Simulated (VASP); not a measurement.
From an Ansatz input to VASP: Cu2O (strained database structure)

Ansatz input

```yaml
crystal:
  lattice:
    - [4.3734627071, 0.0, 0.0]
    - [0.0, 4.3734627071, 0.0]
    - [0.0, 0.0, 4.3734627071]
  atoms:
    - { symbol: Cu, position: [0.25, 0.25, 0.75] }
    - { symbol: Cu, position: [0.75, 0.25, 0.25] }
    - { symbol: Cu, position: [0.25, 0.75, 0.25] }
    - { symbol: Cu, position: [0.75, 0.75, 0.75] }
    - { symbol: O, position: [0.5, 0.5, 0.5] }
    - { symbol: O, position: [0.0, 0.0, 0.0] }
kpoints:
  mp_grid: { grid: [6, 6, 6] }
  band_path:
    path: [[0.0, 0.0, 0.0], [0.0, 0.5, 0.0], [0.5, 0.5, 0.0], [0.5, 0.5, 0.5]]
    npoints: 1
hamiltonian:
  xc: pbe
scf:
  occupations: { method: fermi_dirac, width: 0.02 }
  n_extra_bands: 5
output:
  forces: true
  stress: true
  eigenvalues: true
  write_density: true
  write_potential: true
  elf: true
  volumetric_format: npy
```

**Question.** Which VASP files do the same job?

**Answer.** 

INCAR

```
PREC = Accurate
GGA = PE
LELF = .TRUE.
IBRION = -1
EDIFF = 1E-7
NELM = 120
LASPH = .TRUE.
ENCUT = 520
NBANDS = 37
LCHARG = .TRUE.
LREAL = .FALSE.
ISIF = 2
LWAVE = .FALSE.
NSW = 0
SIGMA = 0.02
ISMEAR = -1
```

KPOINTS

```
KPOINTS created by Atomic Simulation Environment
0
Gamma
6 6 6
0 0 0
```

KPOINTS_OPT

```
special points
4
Reciprocal
0.0000000000 0.0000000000 0.0000000000 1
0.0000000000 0.5000000000 0.0000000000 1
0.5000000000 0.5000000000 0.0000000000 1
0.5000000000 0.5000000000 0.5000000000 1
```

POSCAR

```
Cu O
 1.0000000000000000
     4.3734627070999998    0.0000000000000000    0.0000000000000000
     0.0000000000000000    4.3734627070999998    0.0000000000000000
     0.0000000000000000    0.0000000000000000    4.3734627070999998
 Cu  O
   4   2
Cartesian
  1.0933656767750000  1.0933656767750000  3.2800970303249999
  3.2800970303249999  1.0933656767750000  1.0933656767750000
  1.0933656767750000  3.2800970303249999  1.0933656767750000
  3.2800970303249999  3.2800970303249999  3.2800970303249999
  2.1867313535499999  2.1867313535499999  2.1867313535499999
  0.0000000000000000  0.0000000000000000  0.0000000000000000
```

VASP ran with the recommended PBE PAW datasets (56 valence electrons in the cell). Other inputs would serve too.

|  | Ansatz | VASP |
| --- | --- | --- |
| gap between bands v and c | 0.37 eV | 0.38 eV |
| least direct gap | 0.37 eV | 0.38 eV |
| pressure | -5.1 GPa | -4.5 GPa |

Each program uses its own PAW datasets. VASP's cell holds 56 valence electrons and Ansatz's 88. Ansatz's stress includes a Pulay correction; VASP's doesn't.

VASP's potentials hold 56 valence electrons a cell and Ansatz's 88, so a difference between the two programs can come from the potentials and not from the codes.
